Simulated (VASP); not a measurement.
# Ba3Hf (P6_3/mmc) in VASP: notebook

Runs on Ba3Hf. Level: PBE. Tasks: single point, relaxation of cell and atoms.

Program: VASP 6.6.1. These are calculated values, not measurements. Logs are shortened: lines on timing, memory, paths and dates and some standing lists are left out, and cuts for length are marked.

## Step 1: The cell of the first run

Symmetry: P6_3/mmc, No. 194, hexagonal system. Conventional cell: a = 7.286 Å, b = 7.286 Å, c = 5.848 Å, α = 90.00°, β = 90.00°, γ = 120.00°. Ba (site symmetry mm2) has 4 Hf at 3.60 to 3.64 Å and 8 Ba at 3.60 to 3.65 Å within 4.7 Å. Within 4.7 Å of Hf (site symmetry -6m2) lie 12 Ba at 3.60 to 3.64 Å.

## Step 2: Single point, PBE

The input, INCAR:

```
SYSTEM = Ba3Hf
  PREC = Accurate
  ENCUT = 520
  EDIFF = 1E-6
  ISMEAR = 0
  SIGMA = 0.1
  LREAL = .FALSE.
  LASPH = .TRUE.
  NELM = 80
  ALGO = Fast
  ISIF = 2
  LWAVE = .FALSE.
  LCHARG = .FALSE.
  GGA = PE
  NBANDS = 50
```

The input, KPOINTS:

```
Automatic mesh
0
G
  3 3 4
  0 0 0
```

The input, POSCAR:

```
Ba3Hf
1.0
    7.2862985403      0.0000000000      0.0000000000
   -3.6431492701      6.3101196354      0.0000000000
    0.0000000000      0.0000000000      5.8483787984
Ba Hf
6 2
Direct
    0.8330000000      0.6660000000      0.2500000000
    0.1670000000      0.8330000000      0.7500000000
    0.3340000000      0.1670000000      0.2500000000
    0.1670000000      0.3340000000      0.7500000000
    0.8330000000      0.1670000000      0.2500000000
    0.6660000000      0.8330000000      0.7500000000
    0.3333333333      0.6666666667      0.2500000000
    0.6666666667      0.3333333333      0.7500000000
```

Potentials or basis: VASP PAW PBE potentials, release 64 (Ba_sv, Hf_pv).

On the command line:

```sh
> cat potpaw_PBE.64/Ba_sv/POTCAR potpaw_PBE.64/Hf_pv/POTCAR > POTCAR
> mpirun -np 1 vasp_std > vasp.out
```

OUTCAR:

```text
SYSTEM = Ba3Hf
   PREC = Accurate
   ENCUT = 520
   EDIFF = 1E-6
   ISMEAR = 0
   LREAL = .FALSE.
   LASPH = .TRUE.
   NELM = 80
   ISIF = 2
   GGA = PE

 ion  position               nearest neighbor table
   1  0.833  0.666  0.250-   8 3.60   8 3.60   6 3.60   6 3.60   2 3.60   2 3.60   5 3.64   3 3.64
                             7 3.64   7 3.64   5 3.65   3 3.65
   2  0.167  0.833  0.750-   7 3.60   7 3.60   3 3.60   3 3.60   1 3.60   1 3.60   4 3.64   6 3.64
                             8 3.64   8 3.64   4 3.65   6 3.65
   3  0.334  0.167  0.250-   8 3.60   8 3.60   2 3.60   2 3.60   4 3.60   4 3.60   1 3.64   5 3.64
                             7 3.64   7 3.64   1 3.65   5 3.65
   4  0.167  0.334  0.750-   7 3.60   7 3.60   3 3.60   3 3.60   5 3.60   5 3.60   2 3.64   6 3.64
                             8 3.64   8 3.64   2 3.65   6 3.65
   5  0.833  0.167  0.250-   8 3.60   8 3.60   6 3.60   6 3.60   4 3.60   4 3.60   1 3.64   3 3.64
                             7 3.64   7 3.64   1 3.65   3 3.65
   6  0.666  0.833  0.750-   7 3.60   7 3.60   5 3.60   5 3.60   1 3.60   1 3.60   4 3.64   2 3.64
                             8 3.64   8 3.64   4 3.65   2 3.65
   7  0.333  0.667  0.250-   2 3.60   2 3.60   4 3.60   4 3.60   6 3.60   6 3.60   3 3.64   1 3.64
                             5 3.64   5 3.64   3 3.64   1 3.64
   8  0.667  0.333  0.750-   5 3.60   5 3.60   1 3.60   1 3.60   3 3.60   3 3.60   6 3.64   4 3.64
                             2 3.64   2 3.64   6 3.64   4 3.64

  LATTYP: Found a hexagonal cell.
 ALAT       =     7.2862985403
 C/A-ratio  =     0.8026542923

  Lattice vectors:

 A1 = (   7.2862985403,   0.0000000000,   0.0000000000)
 A2 = (  -3.6431492701,   6.3101196354,   0.0000000000)
 A3 = (   0.0000000000,   0.0000000000,   5.8483787984)

Analysis of symmetry for initial positions (statically):
=====================================================================
 Subroutine PRICEL returns:
 Original cell was already a primitive cell.

 Routine SETGRP: Setting up the symmetry group for a
 hexagonal supercell.

 Subroutine GETGRP returns: Found 24 space group operations
 (whereof 12 operations were pure point group operations)
 out of a pool of 24 trial point group operations.

The static configuration has the point symmetry D_3d.
 The point group associated with its full space group is D_6h.

Analysis of symmetry for dynamics (positions and initial velocities):
=====================================================================
 Subroutine PRICEL returns:
 Original cell was already a primitive cell.

 Routine SETGRP: Setting up the symmetry group for a
 hexagonal supercell.

 Subroutine GETGRP returns: Found 24 space group operations
 (whereof 12 operations were pure point group operations)
 out of a pool of 24 trial point group operations.

The dynamic configuration has the point symmetry D_3d.
 The point group associated with its full space group is D_6h.

 Subroutine INISYM returns: Found 24 space group operations
 (whereof 12 operations are pure point group operations),
 and found     1 'primitive' translations

----------------------------------------------------------------------------------------

                                     Primitive cell

  volume of cell :     268.8933

  direct lattice vectors                    reciprocal lattice vectors
     7.286298540  0.000000000  0.000000000     0.137243896  0.079237800  0.000000000
    -3.643149270  6.310119635  0.000000000     0.000000000  0.158475601  0.000000000
     0.000000000  0.000000000  5.848378798     0.000000000  0.000000000  0.170987556

  length of vectors
     7.286298540  7.286298540  5.848378798     0.158475601  0.158475601  0.170987556

  position of ions in fractional coordinates (direct lattice)
     0.833000000  0.666000000  0.250000000
     0.167000000  0.833000000  0.750000000
     0.334000000  0.167000000  0.250000000
     0.167000000  0.334000000  0.750000000
     0.833000000  0.167000000  0.250000000
     0.666000000  0.833000000  0.750000000
[... 49 lines left out ...]
   NUPDOWN=      -1.0000    fix difference up-down
   EMIN   =  10.00;   EMAX   =-10.00  energy-range for DOS
   EFERMI =   0.00;   METHOD = LEGACY
   ISMEAR =     0;   SIGMA  =   0.10  broadening in eV -4-tet -1-fermi 0-gaus
   EFERMI_NEDOS =   21; number of points for ismear=-14 and -15
   IALGO  =     68    algorithm
   IMIX   =      4    mixing-type and parameters
     AMIX     =   0.40;   BMIX     =  1.00
     AMIX_MAG =   1.60;   BMIX_MAG =  1.00
  volume/ion in A,a.u.               =      33.61       226.82
  Fermi-wavevector in a.u.,A,eV,Ry     =   1.092894  2.065271 16.251042  1.194418
  Thomas-Fermi vector in A             =   2.229169
   LORBIT       =      0    0 simple, 1 ext, 2 COOP (PROOUT), +10 PAW based schemes
   GGA     = PE    functional components
   LHFCALC =     F    Hartree Fock is set to
   AEXX    =    0.0000 exact exchange contribution
   IVDW    =     0    specifies the selected vdW correction
   LEPSILON=     F    determine dielectric tensor
   LRPA    =     F    only Hartree local field effects (RPA)
 non-spin polarized calculation
 RMM-DIIS sequential band-by-band and
 Gauss-broadening in eV      SIGMA  =   0.10
  energy-cutoff  :      520.00
  volume of cell :      268.89
 maximum number of plane-waves:      7263
 NGX is ok and might be reduce to    54
   NGX = 27   NGY = 27   NGZ = 21

 number of electron      80.0000006 magnetization

 Free energy of the ion-electron system (eV)
  ---------------------------------------------------
  ext. energy  EPLUGINS =         0.00000000
  ---------------------------------------------------
  free energy    TOTEN  =       -24.47862516 eV

  energy without entropy =      -24.41412289  energy(sigma->0) =      -24.44637403

 E-fermi :   3.8761     XC(G=0):  -9.6765

 val. band max:        3.8533622304   @ k =   0.3333   0.0000   0.5000
 cond. band min:       3.9150120386   @ k =   0.3333   0.3333   0.0000
 fundamental gap:      0.0616498082
 Fermi energy:         3.8760802333

 k-point     1 :       0.0000    0.0000    0.0000
  band No.  band energies     occupation
      1     -27.4373      2.00000
      2     -27.4373      2.00000
      3     -27.4358      2.00000
      4     -27.4358      2.00000
      5     -27.3895      2.00000
      6     -27.3881      2.00000
[... 42 lines left out ...]
     49       6.1189      0.00000
     50       6.4148      0.00000
[... 422 lines left out ...]
     49       5.2023      0.00000
     50       5.4371      0.00000

------------------------ aborting loop because EDIFF is reached ----------------------------------------

  FORCE on cell =-STRESS in cart. coord.  units (eV):
  Direction    XX          YY          ZZ          XY          YZ          ZX
  --------------------------------------------------------------------------------------
  -------------------------------------------------------------------------------------
  Total       12.3280051     12.3280051     11.2419390      0.0000000     -0.0000000      0.0000000
  in kB       73.4553341     73.4553341     66.9841049      0.0000000     -0.0000000      0.0000000
  external PRESSURE =      71.2982577 kB  Pullay stress =       0.0000000 kB

 VOLUME and BASIS-vectors are now :
 -----------------------------------------------------------------------------
  energy-cutoff  :      520.00
  volume of cell :      268.89
      direct lattice vectors                 reciprocal lattice vectors
     7.286298540  0.000000000  0.000000000     0.137243896  0.079237800  0.000000000
    -3.643149270  6.310119635  0.000000000     0.000000000  0.158475601  0.000000000
     0.000000000  0.000000000  5.848378798     0.000000000  0.000000000  0.170987556

 POSITION                                       TOTAL-FORCE (eV/Angst)
 -----------------------------------------------------------------------------------
      3.64315      4.20254      1.46209        -0.000000     -0.394071      0.000000
     -1.81793      5.25633      4.38628         0.341275     -0.197035     -0.000000
      1.82522      1.05379      1.46209         0.341275      0.197035     -0.000000
      0.00000      2.10758      4.38628         0.000000      0.394071     -0.000000
      5.46108      1.05379      1.46209        -0.341275      0.197035      0.000000
      1.81793      5.25633      4.38628        -0.341275     -0.197035      0.000000
     -0.00000      4.20675      1.46209        -0.000000      0.000000     -0.000000
      3.64315      2.10337      4.38628         0.000000      0.000000     -0.000000
 -----------------------------------------------------------------------------------
    total drift:                               -0.000000      0.000000     -0.000000

  FREE ENERGIE OF THE ION-ELECTRON SYSTEM (eV)
  ---------------------------------------------------
  free  energy   TOTEN  =       -24.4786251632 eV

  energy  without entropy=      -24.4141228886  energy(sigma->0) =      -24.44637403
```

Run time: 4.2 min. Hardware: 1 thread of Intel Xeon Platinum 8488C (Sapphire Rapids), shared host; peak memory 0.41 GiB.

Results:

```
Free energy            : -24.4786 eV
Pressure               : 7.1 GPa
Largest force          : 0.394 eV/Å
Band gap on the k mesh : zero (bands 40 and 41 overlap by 0.67 eV)
```

Forces on the atoms (eV/Å):
```
Ba   0.000 -0.394  0.000
Ba   0.341 -0.197  0.000
Ba   0.341  0.197  0.000
Ba   0.000  0.394  0.000
Ba  -0.341  0.197  0.000
Ba  -0.341 -0.197  0.000
Hf   0.000  0.000  0.000
Hf   0.000  0.000  0.000
```

Caveat: the cell stands under pressure; spin-orbit coupling is left out, which moves the levels of the heavy elements.

## Step 3: Single point, PBE

This run uses another cell than the first one, of 43.73 Å³/atom.

The input, INCAR:

```
SYSTEM = Ba3Hf
PREC = Accurate ; ENCUT = 520
EDIFF = 1E-6 ; ISMEAR = 0
SIGMA = 0.1 ; LREAL = .False.
LASPH = .True. ; NELM = 60
ALGO = Fast ; ISIF = 2
LWAVE = .False. ; LCHARG = .False.
GGA = PE ; NBANDS = 50
```

The input, KPOINTS:

```
regular mesh
0
Gamma
  3 3 4
  0 0 0
```

The input, POSCAR:

```
Ba3Hf
1.0
    8.0786379644      0.0000000000      0.0000000000
   -4.0393189822      6.9963057051      0.0000000000
    0.0000000000      0.0000000000      6.1889322485
Ba Hf
6 2
Direct
    0.8232225430      0.6464450861      0.2500000000
    0.1767774570      0.8232225430      0.7500000000
    0.3535549139      0.1767774570      0.2500000000
    0.1767774570      0.3535549139      0.7500000000
    0.8232225430      0.1767774570      0.2500000000
    0.6464450861      0.8232225430      0.7500000000
    0.3333333333      0.6666666667      0.2500000000
    0.6666666667      0.3333333333      0.7500000000
```

Potentials or basis: VASP PAW PBE potentials, release 64 (Ba_sv, Hf_pv).

On the command line:

```sh
> cat potpaw_PBE.64/Ba_sv/POTCAR potpaw_PBE.64/Hf_pv/POTCAR > POTCAR
> mpirun -np 1 vasp_std > vasp.out
```

Wall time 6.2 min (1 thread of Intel Xeon Platinum 8488C (Sapphire Rapids), shared host); peak memory 0.49 GiB.

Results (log left out):

| Quantity | Value |
| --- | --- |
| Free energy | -26.2287 eV |
| Pressure | 0.3 GPa |
| Largest force | 0.034 eV/Å |
| Band gap on the k mesh | zero (bands 40 and 41 overlap by 0.58 eV) |

Forces on the atoms (eV/Å):
```
Ba   0.000  0.034  0.000
Ba  -0.030  0.017  0.000
Ba  -0.030 -0.017  0.000
Ba   0.000 -0.034  0.000
Ba   0.030 -0.017  0.000
Ba   0.030  0.017  0.000
Hf   0.000  0.000  0.000
Hf   0.000  0.000  0.000
```

Stress tensor (GPa, compression positive):
```
0.37 0.00 0.00
0.00 0.37 0.00
0.00 0.00 0.23
```

Levels at points of the mesh, in eV from the Fermi level:
```
           k point  band 37  band 38  band 39  band 40  band 41  band 42  band 43  band 44  band 45  band 46
(0.00, 0.00, 0.00)    -0.73    -0.73    -0.67    -0.45    -0.45     0.56     0.56     0.69     0.77     0.77
(0.00, 0.00, 0.50)    -0.93    -0.93     0.04     0.04     0.23     0.23     0.23     0.23     1.31     1.31
```

Caveat: spin-orbit coupling is left out, which moves the levels of the heavy elements.

## Step 4: Relaxation of cell and atoms, PBE

The input, INCAR:

```
ALGO = Fast
EDIFF = 1E-7
EDIFFG = -0.04
ENCUT = 600
GGA = PE
IBRION = 2
ISIF = 3
ISMEAR = 0
LASPH = T
LCHARG = F
LREAL = F
LWAVE = F
NELM = 100
NSW = 90
PREC = Accurate
SIGMA = 0.1
```

The input, KPOINTS:

```
k-points
0
Gamma
  3 3 4
```

The input, POSCAR:

```
Ba3Hf
1.0
    7.2862985403      0.0000000000      0.0000000000
   -3.6431492701      6.3101196354      0.0000000000
    0.0000000000      0.0000000000      5.8483787984
Ba Hf
6 2
Direct
    0.8330000000      0.6660000000      0.2500000000
    0.1670000000      0.8330000000      0.7500000000
    0.3340000000      0.1670000000      0.2500000000
    0.1670000000      0.3340000000      0.7500000000
    0.8330000000      0.1670000000      0.2500000000
    0.6660000000      0.8330000000      0.7500000000
    0.3333333333      0.6666666667      0.2500000000
    0.6666666667      0.3333333333      0.7500000000
```

On the command line:

```sh
> cat potpaw_PBE.64/Ba_sv/POTCAR potpaw_PBE.64/Hf_pv/POTCAR > POTCAR
> mpirun -np 1 vasp_std > vasp.out
```

Run time: 35 min. Hardware: 1 thread of Intel Xeon Platinum 8488C (Sapphire Rapids), shared host; peak memory 0.55 GiB.

The run converged. Its results:

| Property | Result |
| --- | --- |
| Free energy | -26.2322 eV |
| Relaxed volume | 44.66 Å³/atom |
| Relaxed cell | a = 8.134 Å, b = 8.134 Å, c = 6.235 Å, α = 90.00°, β = 90.00°, γ = 120.00° |
| Space group after relaxing (to 0.1 Å) | P6_3/mmc (No. 194) |
| Energy gained by relaxing | 219.2 meV/atom |
| Ionic steps | 9 |
| Pressure after relaxing | 0.0 GPa |
| Largest force after relaxing | 0.027 eV/Å |
| Band gap on the k mesh | zero (bands 40 and 41 overlap by 0.57 eV) |

Forces on the atoms (eV/Å):
```
Ba   0.000  0.027  0.000
Ba  -0.023  0.013  0.000
Ba  -0.023 -0.013  0.000
Ba   0.000 -0.027  0.000
Ba   0.023 -0.013  0.000
Ba   0.023  0.013  0.000
Hf   0.000  0.000  0.000
Hf   0.000  0.000  0.000
```

Stress tensor (GPa, compression positive):
```
 0.01  0.00  0.00
 0.00  0.01  0.00
 0.00  0.00 -0.14
```

Step by step:
```csv
step,energy change (eV),largest force (eV/Å),pressure (GPa),volume (Å³)
1,0.0000,0.3945,7.14,268.89
2,-1.5213,0.3804,1.20,331.46
3,-1.6077,0.3813,-0.46,364.55
4,-1.6172,0.3811,-0.12,356.55
5,-1.6169,0.3815,-0.03,354.64
6,-1.6597,0.3125,-0.01,354.55
7,-1.7374,0.0732,0.07,354.26
8,-1.7437,0.0435,0.11,354.13
9,-1.7536,0.0266,-0.04,357.24
```

Final structure:
```cif
data_structure
_symmetry_space_group_name_H-M 'P 1'
_symmetry_Int_Tables_number 1
_cell_length_a 8.1341
_cell_length_b 8.1341
_cell_length_c 6.2347
_cell_angle_alpha 90.000
_cell_angle_beta 90.000
_cell_angle_gamma 120.000
_cell_volume 357.24
loop_
_atom_site_label
_atom_site_type_symbol
_atom_site_fract_x
_atom_site_fract_y
_atom_site_fract_z
_atom_site_occupancy
Ba1 Ba 0.82317 0.64633 0.25000 1
Ba2 Ba 0.17683 0.82316 0.75000 1
Ba3 Ba 0.35367 0.17683 0.25000 1
Ba4 Ba 0.17683 0.35367 0.75000 1
Ba5 Ba 0.82316 0.17683 0.25000 1
Ba6 Ba 0.64633 0.82316 0.75000 1
Hf1 Hf 0.33333 0.66667 0.25000 1
Hf2 Hf 0.66667 0.33333 0.75000 1
```

Levels at points of the mesh, in eV from the Fermi level:
| k point | band 38 | band 39 | band 40 | band 41 | band 42 | band 43 | band 44 | band 45 |
| --- | --- | --- | --- | --- | --- | --- | --- | --- |
| (0.00, 0.00, 0.00) | -0.73 | -0.64 | -0.43 | -0.43 | 0.51 | 0.51 | 0.65 | 0.76 |
| (0.00, 0.00, 0.50) | -0.91 | 0.06 | 0.06 | 0.24 | 0.24 | 0.24 | 0.24 | 1.30 |

Caveat: the volume moved by over 15 % at a fixed basis, so the end points are rough; spin-orbit coupling is left out, which moves the levels of the heavy elements.

## Step 5: Single point, PBE

This run uses another cell than the first one, of 44.19 Å³/atom.

The input, INCAR:

```
SYSTEM = Ba3Hf
ALGO = Fast
EDIFF = 1E-6
ENCUT = 520
GGA = PE
ISIF = 2
ISMEAR = 0
LASPH = .True.
LCHARG = .True.
LELF = .True.
LREAL = .False.
LVHAR = .True.
LWAVE = .False.
NBANDS = 50
NELM = 60
PREC = Accurate
SIGMA = 0.1
```

The input, KPOINTS:

```
k-points
0
Gamma
  6 6 6
  0 0 0
```

The input, POSCAR:

```
Ba3Hf
1.0
    8.0987851587      0.0000000000      0.0000000000
   -4.0493925794      7.0137536873      0.0000000000
    0.0000000000      0.0000000000      6.2239089567
Ba Hf
6 2
Direct
    0.8232463945      0.6464927890      0.2500000000
    0.1767536055      0.8232463945      0.7500000000
    0.3535072110      0.1767536055      0.2500000000
    0.1767536055      0.3535072110      0.7500000000
    0.8232463945      0.1767536055      0.2500000000
    0.6464927890      0.8232463945      0.7500000000
    0.3333333333      0.6666666667      0.2500000000
    0.6666666667      0.3333333333      0.7500000000
```

On the command line:

```sh
> cat potpaw_PBE.64/Ba_sv/POTCAR potpaw_PBE.64/Hf_pv/POTCAR > POTCAR
> mpirun -np 1 vasp_std > vasp.out
```

Wall time 8.7 min (1 thread of Intel Xeon 6975P-C (Granite Rapids), shared host); peak memory 0.66 GiB.

Results (log left out):

| Quantity | Value |
| --- | --- |
| Free energy | -26.1629 eV |
| Pressure | 0.2 GPa |
| Largest force | 0.031 eV/Å |
| Band gap on the k mesh | zero (bands 40 and 41 overlap by 0.58 eV) |

Forces in eV/Å, atoms in the order of the input:
```
Ba   0.000  0.031  0.000
Ba  -0.027  0.015  0.000
Ba  -0.027 -0.015  0.000
Ba   0.000 -0.031  0.000
Ba   0.027 -0.015  0.000
Ba   0.027  0.015  0.000
Hf   0.000  0.000  0.000
Hf   0.000  0.000  0.000
```

Levels at points of the mesh, in eV from the Fermi level:
```tsv
k point	band 38	band 39	band 40	band 41	band 42	band 43
(0.00, 0.00, 0.00)	-0.73	-0.65	-0.45	-0.45	0.54	0.54
(0.50, 0.00, 0.00)	-0.27	-0.13	-0.08	-0.08	0.00	0.05
(0.00, 0.00, 0.50)	-0.92	0.05	0.05	0.23	0.23	0.23
(0.50, 0.00, 0.50)	-0.47	0.13	0.13	0.27	0.27	0.32
```

Caveat: spin-orbit coupling is left out, which moves the levels of the heavy elements.

## Step 6: The runs side by side

| task | cell | k mesh | cutoff (eV) | gap on the mesh (eV) | pressure (GPa) | largest force (eV/Å) |
| --- | --- | --- | --- | --- | --- | --- |
| single point | a = 7.286, b = 7.286, c = 5.848 Å, angles 90.0, 90.0, 120.0°, 8 atoms, atomic positions A | 3 × 3 × 4 | 520 | none | 7.1 | 0.39 |
| single point | a = 8.079, b = 8.079, c = 6.189 Å, angles 90.0, 90.0, 120.0°, 8 atoms, atomic positions B | 3 × 3 × 4 | 520 | none | 0.3 | 0.03 |
| relaxation of cell and atoms | relaxed from a = 7.286, b = 7.286, c = 5.848 Å, angles 90.0, 90.0, 120.0°, 8 atoms, atomic positions A | 3 × 3 × 4 | 600 | none | 0.0 | 0.03 |
| single point | a = 8.099, b = 8.099, c = 6.224 Å, angles 90.0, 90.0, 120.0°, 8 atoms, atomic positions B | 6 × 6 × 6 | 520 | none | 0.2 | 0.03 |

Alike in all rows: level PBE; potentials or basis VASP PAW PBE potentials, release 64 (Ba_sv, Hf_pv); no spin polarisation; smearing gaussian 0.1 eV.

Caveats: spin-orbit coupling is left out, which moves the levels of the heavy elements; the cell stands under pressure (at least some runs); the volume moved by over 15 % at a fixed basis, so the end points are rough (at least some runs).

Absolute energies hang on the potentials; compare differences alone.
